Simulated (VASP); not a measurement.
Write the native input for VASP 6.6.1 that does the following.

- Task: single point
- Functional: PBE
- Dispersion: D3(BJ)
- Potentials or basis: VASP PAW PBE potentials, release 64 (Y_sv)
- Cutoff: 500 eV
- k mesh: 3 × 3 × 2
- Occupations: tetrahedron
- Spin: no spin polarisation
- Dipole correction: no
- Further INCAR settings: ALGO = Normal; EDIFF = 1e-06; NBANDS = 18

The structure of Y lies in POSCAR:

```
Y
1.0
    3.6514992371      0.0000000000      0.0000000000
   -1.8257496185      3.1622911012      0.0000000000
    0.0000000000      0.0000000000      5.7474000000
Y
2
Direct
    0.3333333333      0.6666666667      0.2500000000
    0.6666666667      0.3333333333      0.7500000000
```

One way to write it, as run:

INCAR

```
  ALGO = Normal
  EDIFF = 1E-6
  ENCUT = 500
  GGA = PE
  GGA_COMPAT = False
  ISIF = 2
  ISMEAR = -4
  IVDW = 12
  LASPH = True
  LCHARG = False
  LREAL = False
  LWAVE = False
  NBANDS = 18
  NELM = 120
  PREC = Accurate
  SIGMA = 0.1
```

KPOINTS

```
k-points
0
Gamma
  3 3 2
```

Potentials or basis: VASP PAW PBE potentials, release 64 (Y_sv).

Launch:

```bash
$ cat potpaw_PBE.64/Y_sv/POTCAR > POTCAR
$ mpirun -np 1 vasp_std > vasp.out
```

Results of the run:

* Pressure: -2.6 GPa
* Band gap on the k mesh: zero (band 11 reaches 3.91 eV, above the bottom of band 12 at 2.52 eV)
* Dispersion energy per atom: -0.331 eV

Caveat: the k points lie up to 0.66 Å⁻¹ apart; pairwise dispersion overbinds metals, which lowers pressure and volume.

Run time: 8.7 s on 1 thread of Intel(R) Xeon(R) 6975P-C (Granite Rapids), with other jobs on the host, peak memory 0.18 GiB.
